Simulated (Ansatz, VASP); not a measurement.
SnSe: VASP beside Ansatz

```
CELL_PARAMETERS angstrom
-4.28533 0.00000 0.00000
0.00000 -4.28533 0.00000
0.00000 0.00000 12.99069
ATOMIC_POSITIONS crystal
Sn 0.50000 0.00000 0.31492
Sn 0.00000 0.50000 0.53112
Se 0.50000 0.00000 0.52120
Se 0.00000 0.50000 0.32485
```

Alike in both runs: task single point; functional r2SCAN; k mesh 6 × 6 × 3; occupations gaussian, width 0.05 eV; no spin polarisation.

|  | VASP | Ansatz |
| --- | --- | --- |
| version | VASP 6.6.1 | Ansatz 0.2.0 |
| potentials or method | VASP PAW PBE potentials, release 64 (Sn_d, Se), cutoff 520 eV | scalar-relativistic, plane waves, PAW |
| valence electrons in the cell | 40 | 60 |

```csv
,VASP,Ansatz,Ansatz less VASP
gap on the k mesh at the Fermi level (eV),1.77,1.78,+0.006
least direct gap on the mesh (eV),1.77,1.78,+0.006
rms of the force components (eV/Å),0.005,0.006,+0.0005
```

VASP's potentials were made for PBE, not for r2SCAN. Atom by atom the forces differ by 0.007 eV/Å (rms over components). With one functional, cell and mesh, what is left measures potentials, basis and numerics. VASP's potentials hold 40 valence electrons a cell and Ansatz's 60, so a difference there can come from the potentials and not from the codes.
